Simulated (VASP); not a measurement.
Write the native input for VASP 6.6.1 that does the following.

- Task: single point
- Functional: PBE
- Potentials or basis: VASP PAW PBE potentials, release 64 (K_sv)
- Cutoff: 500 eV
- k mesh: 2 × 2 × 2
- Occupations: fermi-dirac, width 0.1 eV
- Spin: no spin polarisation
- Dipole correction: no
- Further INCAR settings: ALGO = Normal; EDIFF = 1e-06; NBANDS = 16

The structure of K lies in POSCAR:

```
K
1.0
    5.2849246600      0.0000000000      0.0000000000
    0.0000000000      5.2849246600      0.0000000000
    0.0000000000      0.0000000000      5.2849246600
K
2
Direct
    0.0000000000      0.0000000000      0.0000000000
    0.5000000000      0.5000000000      0.5000000000
```

The input as run:

INCAR

```
PREC     = Accurate       # precision mode
ENCUT    = 500            # plane-wave cutoff, eV
EDIFF    = 1E-6           # SCF threshold, eV
ISMEAR   = -1             # smearing method
SIGMA    = 0.1            # smearing width, eV
LREAL    = F              # projectors in reciprocal space
LASPH    = T              # aspherical terms in the spheres
NELM     = 120            # most SCF steps
ALGO     = Normal         # electronic algorithm
ISIF     = 2              # what is computed and relaxed
LWAVE    = F              # write WAVECAR
LCHARG   = F              # write CHGCAR
GGA      = PE             # functional
NBANDS   = 16             # bands
GGA_COMPAT= F
```

KPOINTS

```
Automatic mesh
0
Gamma
  2 2 2
```

Potentials or basis: VASP PAW PBE potentials, release 64 (K_sv).

Run with:

```bash
$ cat potpaw_PBE.64/K_sv/POTCAR > POTCAR
$ mpirun -np 1 vasp_std > vasp.out
```

Results of the run:

```yaml
Pressure: 0.0 GPa
Band_gap_on_the_k_mesh: zero (bands 9 and 10 overlap by 2.16 eV)
```

Caveat: the k points lie up to 0.59 Å⁻¹ apart, too coarse for converged energies and pressures of a metal.

Run time: 25 s on 1 thread of Intel Xeon 8259CL, on a shared host, peak memory 0.22 GiB.
